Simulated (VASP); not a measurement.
The system is InSb.

```
In Sb
1.0
     0.00000    3.18113    3.18113
     3.18113    0.00000    3.18113
     3.18113    3.18113    0.00000
In Sb
1 1
Direct
  0.00000 0.00000 0.00000
  0.25000 0.25000 0.25000
```

This cell differs from its parent crystal: strain -3.0%.

Base run:

- Program: VASP 6.6.1
- Functional: r2SCAN
- Potentials or basis: VASP PAW PBE potentials, release 64 (In_d, Sb)
- Cutoff: 520 eV
- k mesh: 6 × 6 × 6
- Occupations: fermi-dirac, width 0.02 eV
- Spin: no spin polarisation

Its results: band gap on the k mesh 0.58 eV; pressure 4.9 GPa.

Question: The run is repeated on the same cell with these changes: functional from r2SCAN to PBE. What comes out?

Answer: Band gap on the k mesh 0.13 eV; pressure 6.2 GPa.

Caveats: the cell stands under pressure; spin-orbit coupling is left out, which moves the levels of the heavy elements; the PAW data sets were made with another functional, which shifts forces and pressure a little (at least some runs).

A k mesh can miss the band edges.
